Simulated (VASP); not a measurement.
Write the native input for VASP 6.6.1 that does the following.

| Property | Result |
| --- | --- |
| Task | single point |
| Functional | PBEsol |
| Potentials or basis | VASP PAW PBE potentials, release 64 (Tl_d) |
| Cutoff | 520 eV |
| k mesh | 17 × 17 × 10 |
| Occupations | fermi-dirac, width 0.1 eV |
| Spin | no spin polarisation |
| Dipole correction | no |
| Further INCAR settings | ALGO = Normal; EDIFF = 1e-06; NBANDS = 20 |

The structure of Tl lies in POSCAR:

```
Tl
1.0
    3.5049939434      0.0000000000      0.0000000000
   -1.7524969717      3.0354137951      0.0000000000
    0.0000000000      0.0000000000      5.5903521157
Tl
2
Direct
    0.3333333333      0.6666666667      0.2500000000
    0.6666666667      0.3333333333      0.7500000000
```

These files were run (other wordings do the same):

INCAR

```
SYSTEM = Tl
ALGO = Normal
EDIFF = 1E-6
ENCUT = 520
GGA = PS
ISIF = 2
ISMEAR = -1
LASPH = .TRUE.
LCHARG = .FALSE.
LREAL = .FALSE.
LWAVE = .FALSE.
NBANDS = 20
NELM = 60
PREC = Accurate
SIGMA = 0.1
```

KPOINTS

```
k-points
0
G
  17 17 10
  0 0 0
```

Potentials or basis: VASP PAW PBE potentials, release 64 (Tl_d).

Launch:

```bash
$ cat potpaw_PBE.64/Tl_d/POTCAR > POTCAR
$ mpirun -np 1 vasp_std > vasp.out
```

Results of the run:

```json
{
  "Pressure": "-1.3 GPa",
  "Band gap on the k mesh": "zero (bands 13 and 14 overlap by 5.48 eV)"
}
```

Caveat: the PAW data sets were made with another functional, which shifts forces and pressure a little; spin-orbit coupling is left out, which moves the levels of the heavy elements.

It took 56 s on 1 thread of Intel(R) Xeon(R) 6975P-C (Granite Rapids) (shared host), peak memory 0.31 GiB.
